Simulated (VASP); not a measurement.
# Te2Mo: single point with PBE

Te2Mo, a slab with vacuum:

```xyz
12
Lattice="3.5564 0.0000 0.0000 -1.7782 3.0799 0.0000 0.0000 0.0000 40.0038" Properties=species:S:1:pos:R:3 pbc="T T T"
Te    0.0000    2.0533   13.2916
Te    0.0000    2.0533   37.9864
Te    1.7782    1.0266    5.6337
Te    1.7782    1.0266   30.3276
Te    1.7782    1.0266    2.0174
Te    1.7782    1.0266   26.7122
Te    0.0000    2.0533    9.6762
Te    0.0000    2.0533   34.3701
Mo    1.7782    1.0266   11.4845
Mo    1.7782    1.0266   36.1782
Mo    0.0000    2.0533    3.8256
Mo    0.0000    2.0533   28.5193
```

```yaml
Program: VASP 6.6.1
Task: single point
Functional: PBE
Potentials_or_basis: VASP PAW PBE potentials, release 64 (Te, Mo_sv)
Cutoff: 520 eV
k_mesh: 7 × 7 × 1
Occupations: fermi-dirac, width 0.05 eV
Spin: no spin polarisation
```

The largest force is 0.014 eV/Å. The band gap on the k mesh is 1.28 eV (least direct gap 1.32 eV).

Forces in eV/Å, atoms in the order of the input:
```
Te   0.000  0.000  0.014
Te   0.000  0.000  0.013
Te   0.000  0.000  0.013
Te   0.000  0.000  0.014
Te   0.000  0.000 -0.013
Te   0.000  0.000 -0.014
Te   0.000  0.000 -0.014
Te   0.000  0.000 -0.013
Mo   0.000  0.000  0.000
Mo   0.000  0.000  0.000
Mo   0.000  0.000  0.000
Mo   0.000  0.000  0.000
```

Levels at points of the mesh, in eV from the valence-band top:
```csv
k point,band 50,band 51,band 52,band 53,band 54,band 55
"(0.00, 0.00, 0.00)",-0.27,-0.10,0.00,3.14,3.14,3.15
```

It took 17 min on 1 thread of Intel Xeon 8259CL (shared host), peak memory 0.63 GiB.

Caveat: spin-orbit coupling is left out, which moves the levels of the heavy elements.
